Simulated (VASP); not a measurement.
Set up this calculation in VASP 6.6.1, as the native input.

| Item | Value |
| --- | --- |
| Task | single point |
| Functional | PBE |
| Potentials or basis | VASP PAW PBE potentials, release 64 (Ag, I) |
| Cutoff | 500 eV |
| k mesh | 6 × 6 × 6 |
| Occupations | gaussian, width 0.01 eV |
| Spin | no spin polarisation |
| Dipole correction | no |
| Further INCAR settings | ALGO = Normal; EDIFF = 1e-06; NBANDS = 16 |

The structure of AgI lies in POSCAR:

```
AgI
1.0
    0.0000000000      3.2813485443      3.2813485443
    3.2813485443      0.0000000000      3.2813485443
    3.2813485443      3.2813485443      0.0000000000
Ag I
1 1
Direct
    0.0000000000      0.0000000000      0.0000000000
    0.2500000000      0.2500000000      0.2500000000
```

This cell differs from its parent crystal: volume changed by -3%.

The input as run:

INCAR

```
ALGO = Normal
EDIFF = 1E-6
ENCUT = 500
GGA = PE
GGA_COMPAT = False
ISIF = 2
ISMEAR = 0
LASPH = True
LCHARG = False
LREAL = False
LWAVE = False
NBANDS = 16
NELM = 120
PREC = Accurate
SIGMA = 0.01
```

KPOINTS

```
k-points
0
Gamma
  6 6 6
```

Potentials or basis: VASP PAW PBE potentials, release 64 (Ag, I).

Command:

```console
$ cat potpaw_PBE.64/Ag/POTCAR potpaw_PBE.64/I/POTCAR > POTCAR
$ mpirun -np 1 vasp_std > vasp.out
```

Results of the run:

- Pressure: 0.8 GPa
- Band gap on the k mesh: 1.34 eV, direct

Caveat: spin-orbit coupling is left out, which moves the levels of the heavy elements.

It took 16 s on 1 thread of Intel Xeon 6975P-C, on a shared host, peak memory 0.21 GiB.
